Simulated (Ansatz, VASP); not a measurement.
**One calculation of CuI, two programs**

```
Cu I
1.0
     0.00000    3.07139    3.07139
     3.07139    0.00000    3.07139
     3.07139    3.07139    0.00000
Cu I
1 1
Direct
  0.75000 0.75000 0.75000
  0.00000 0.00000 0.00000
```

Change from the starting cell: volume scaled by 1.04, PAW files.

Alike in both runs: task electric field gradients; functional PBE; k mesh 9 × 9 × 9; occupations fermi-dirac, width 0.03 eV; no spin polarisation.

```csv
,VASP,Ansatz
version,VASP 6.6.1,Ansatz 0.2.0
potentials or method,"VASP PAW PBE potentials, release 64 (Cu, I)","PAW with Ansatz's default frozen-core files, scalar-relativistic"
plane-wave cutoff (eV),520,420
valence electrons in the cell,18,36
```

```csv
,VASP,Ansatz,Ansatz less VASP
pressure (GPa),-1.1,-1.1,-0.03
```

VASP's potentials hold 18 valence electrons a cell and Ansatz's 36, so a difference there can come from the potentials and not from the codes.

Spin-orbit coupling is off throughout.
